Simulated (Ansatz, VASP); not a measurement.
**One calculation of Cu, two programs**

```
Cu
1.0
     4.12996    0.00000    0.00000
    -2.06498    3.57665    0.00000
     0.00000    0.00000    2.47253
Cu
3
Direct
  0.00000 0.00000 0.00000
  0.33333 0.66667 0.50000
  0.66667 0.33333 0.50000
```

Change from the starting cell: volume scaled by 1, norm-conserving files.

Alike in both runs: task single point; functional PBE; k mesh 9 × 9 × 12; occupations fermi-dirac, width 0.08 eV; no spin polarisation.

```csv
,VASP,Ansatz
version,VASP 6.6.1,Ansatz 0.2.0
potentials or method,"VASP PAW PBE potentials, release 64 (Cu)","norm-conserving pseudopotentials, scalar-relativistic"
plane-wave cutoff (eV),520,1252
valence electrons in the cell,33,57
```

Ansatz gave:

| Item | Value |
| --- | --- |
| pressure (GPa) | 0.0 |
| traceless stress, the component that is largest in VASP (GPa) | 0.03 |

Question: Estimate VASP's values.

Answer: Pressure (GPa): 0.8; traceless stress, the component that is largest in VASP (GPa): -0.05.

VASP's potentials hold 33 valence electrons a cell and Ansatz's 57, so a difference there can come from the potentials and not from the codes.
